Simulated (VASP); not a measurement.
Input of a VASP 6.6.1 run:

INCAR

```
PREC = Accurate ; ENCUT = 520
EDIFF = 1E-6 ; ISMEAR = 0
SIGMA = 0.1 ; LREAL = F
LASPH = T ; NELM = 60
ALGO = Normal ; ISIF = 2
LWAVE = F ; LCHARG = T
GGA = PE ; LELF = T
LVHAR = T ; NBANDS = 46
```

KPOINTS

```
regular mesh
0
Gamma
  6 6 2
```

Contents of POSCAR:

```
Ga4AsP3
1.0
    3.9216529000      0.0000000000      0.0000000000
   -1.9608264000      3.3962510000      0.0000000000
    0.0000000000      0.0000000000     12.9372641000
Ga P As
4 3 1
Direct
    0.6666667000      0.3333333000      0.5058860000
    0.6666667000      0.3333333000      0.9982570000
    0.0000000000      0.0000000000      0.2443600000
    0.0000000000      0.0000000000      0.7518090000
    0.6666667000      0.3333333000      0.1835600000
    0.6666667000      0.3333333000      0.6906190000
    0.0000000000      0.0000000000      0.9370250000
    0.0000000000      0.0000000000      0.4364830000
```

Potentials or basis: VASP PAW PBE potentials, release 64 (Ga_d, P, As).

Launch:

```console
$ cat potpaw_PBE.64/Ga_d/POTCAR potpaw_PBE.64/P/POTCAR potpaw_PBE.64/As/POTCAR > POTCAR
$ mpirun -np 1 vasp_std > vasp.out
```

**Question.** Estimate the pressure.

**Answer.** 0.1 GPa.

**Question.** Estimate the largest force.

**Answer.** 0.016 eV/Å.

Stress tensor (GPa, compression positive):
```
 0.13  0.00  0.00
 0.00  0.13  0.00
 0.00  0.00 -0.06
```
